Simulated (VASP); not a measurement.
BAs, 2 atoms in the cell. The structure is cubic, space group F-43m (No. 216). The conventional cell has a = 4.675 Å, b = 4.675 Å, c = 4.675 Å, α = 90.00°, β = 90.00°, γ = 90.00°. B (site symmetry -43m) has 4 As at 2.02 Å within 2.7 Å. Within 2.7 Å of As (site symmetry -43m) lie 4 B at 2.02 Å.  This cell differs from its parent crystal: volume scaled by 0.94.

* Program: VASP 6.6.1
* Task: single point
* Functional: HSE06
* Potentials or basis: VASP PAW PBE potentials, release 64 (B, As)
* Cutoff: 520 eV
* k mesh: 6 × 6 × 6
* Occupations: gaussian, width 0.02 eV
* Spin: no spin polarisation
* Dipole correction: no
* Grid for exact exchange (PRECFOCK): Normal
* Further INCAR settings: ALGO = Normal; EDIFF = 1e-06; NBANDS = 11
* Screening parameter: 0.2079 1/Å

Potentials or basis: VASP PAW PBE potentials, release 64 (B, As).

Run with:

```sh
$ cat potpaw_PBE.64/B/POTCAR potpaw_PBE.64/As/POTCAR > POTCAR
$ cp INCAR.step1 INCAR
$ mpirun -np 1 vasp_std > vasp.out
$ cp INCAR.step2 INCAR
$ mpirun -np 1 vasp_std > vasp.out
```

Hardware: 1 thread of Intel(R) Xeon(R) Platinum 8124M CPU @ 3.00GHz (Skylake/Cascade Lake), with other jobs on the host.

Task: How long does it take, and how much memory?

Result: Wall time 8.2 min on 1 thread of Intel(R) Xeon(R) Platinum 8124M CPU @ 3.00GHz (Skylake/Cascade Lake) (shared host), peak memory 0.27 GiB. Counts: k points 16.
